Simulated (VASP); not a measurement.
LiCl:

```
Li Cl
1.0
     0.00000    2.63272    2.50500
     2.63272    0.00000    2.50500
     2.63272    2.63272    0.00000
Li Cl
1 1
Direct
  0.00000 0.00000 0.00000
  0.50000 0.50000 0.50000
```

This cell differs from its parent crystal: epitaxial xy strain +3.0%.

Base run:

| Item | Value |
| --- | --- |
| Program | VASP 6.6.1 |
| Functional | r2SCAN |
| Potentials or basis | VASP PAW PBE potentials, release 64 (Li_sv, Cl) |
| Cutoff | 520 eV |
| k mesh | 8 × 8 × 8 |
| Occupations | gaussian, width 0.01 eV |
| Spin | no spin polarisation |

Its results: band gap on the k mesh 7.07 eV, direct.

**Question.** The run is repeated on the same cell with these changes: functional from r2SCAN to PBE; occupations from gaussian, width 0.01 eV to fermi-dirac, width 0.02 eV. What comes out?

**Answer.** Band gap on the k mesh 6.13 eV, direct.

A k mesh can miss the band edges.
